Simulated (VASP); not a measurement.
Here is a VASP 6.6.1 calculation.

The input INCAR:

```
SYSTEM = Mg2Sn
ALGO = Normal ; EDIFF = 1E-8
ENCUT = 600 ; GGA = CA
GGA_COMPAT = .False. ; IBRION = 6
ISIF = 3 ; ISMEAR = -1
LASPH = .True. ; LCHARG = .False.
LREAL = .False. ; LWAVE = .False.
NELM = 120 ; NFREE = 2
NSW = 1 ; POTIM = 0.015
PREC = Accurate ; SIGMA = 0.1
```

KPOINTS

```
k-points
0
Gamma
  12 12 12
  0 0 0
```

File POSCAR:

```
Mg2Sn
1.0
    0.0000000000      3.2892713507      3.2892713507
    3.2892713507      0.0000000000      3.2892713507
    3.2892713507      3.2892713507      0.0000000000
Mg Sn
2 1
Direct
    0.2500000000      0.2500000000      0.2500000000
    0.7500000000      0.7500000000      0.7500000000
    0.0000000000      0.0000000000      0.0000000000
```

Potentials or basis: VASP PAW LDA potentials, release 64 (Mg, Sn_d).

The run is started by

```sh
$ cat potpaw_LDA.64/Mg/POTCAR potpaw_LDA.64/Sn_d/POTCAR > POTCAR
$ mpirun -np 1 vasp_std > vasp.out
```

Task: What does it give for the elastic constants C11, C12, C44?

Result: 89, 35, 36 GPa.

Task: Estimate the Voigt bulk modulus.

Result: 53 GPa.

Task: Estimate the highest phonon frequency at Γ.

Result: 233 cm⁻¹.

Phonon frequencies in cm⁻¹ (negative: imaginary):
| q point | frequencies |
| --- | --- |
| (0.000, 0.000, 0.000) | 0 0 0 210 210 210 233 233 233 |

Caveat: the cell is under stress, which shifts elastic constants.
